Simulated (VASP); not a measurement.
The system is Pt.

```
Pt
1.0
     0.00000    1.96090    1.96090
     1.96090    0.00000    1.96090
     1.96090    1.96090    0.00000
Pt
1
Direct
  0.00000 0.00000 0.00000
```

* Program: VASP 6.6.1
* Task: relaxation of cell and atoms
* Functional: BLYP
* Dispersion: D4
* Potentials or basis: VASP PAW PBE potentials, release 64 (Pt)
* Cutoff: 600 eV
* k mesh: 12 × 12 × 12
* Occupations: fermi-dirac, width 0.05 eV
* Spin: no spin polarisation

At the start: pressure 11.6 GPa; volume 15.08 Å³/atom.

**Question.** How do energy, volume and symmetry change on relaxing?

**Answer.** Over 4 steps the energy falls by 22.3 meV/atom and the volume is 15.73 Å³/atom (+4.3 %); space group Fm-3m (No. 225, to 0.05 Å).

The path:
| step | energy change (eV) | largest force (eV/Å) | pressure (GPa) | volume (Å³) |
| --- | --- | --- | --- | --- |
| 1 | 0.0000 | 0.0000 | 11.60 | 15.08 |
| 2 | 0.1104 | 0.0000 | -20.23 | 17.59 |
| 3 | -0.0222 | 0.0000 | -0.48 | 15.76 |
| 4 | -0.0223 | 0.0000 | -0.06 | 15.73 |

Final structure:
```
Pt
1.0
     0.00000    1.98865    1.98865
     1.98865    0.00000    1.98865
     1.98865    1.98865    0.00000
Pt
1
Direct
  0.00000 0.00000 0.00000
```

Caveat: the PAW data sets were made with another functional, which shifts forces and pressure a little; pairwise dispersion overbinds metals, which lowers pressure and volume.
